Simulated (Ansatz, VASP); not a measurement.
BeGa2 in VASP and in Ansatz

```
Be Ga
1.0
    -1.38380    1.38380   11.39577
     1.38380   -1.38380   11.39577
     1.38380    1.38380  -11.39577
Be Ga
2 4
Direct
  0.00000 0.00000 0.00000
  0.75000 0.25000 0.50000
  0.42763 0.42763 0.00000
  0.17763 0.67763 0.50000
  0.32237 0.82237 0.50000
  0.57237 0.57237 0.00000
```

Alike in both runs: functional PBE; k mesh 6 × 6 × 6; occupations gaussian, width 0.1 eV; no spin polarisation.

Ansatz relaxed the structure, and its values are those at the end. VASP's run is a single point on that final structure, the one shown.

|  | VASP | Ansatz |
| --- | --- | --- |
| version | VASP 6.6.1 | Ansatz 0.2.0 |
| potentials or method | VASP PAW PBE potentials, release 64 (Be, Ga_d), cutoff 520 eV | scalar-relativistic, plane waves, PAW |
| valence electrons in the cell | 56 | 56 |

|  | VASP | Ansatz | Ansatz less VASP |
| --- | --- | --- | --- |
| gap on the k mesh at the Fermi level (eV) | none | none | - |
| pressure (GPa) | 0.1 | 0.1 | 0.00 |

A gap of «none» marks a metal or a gap that the smearing closes.

The k mesh is coarse, so the values compare programs but aren't converged.
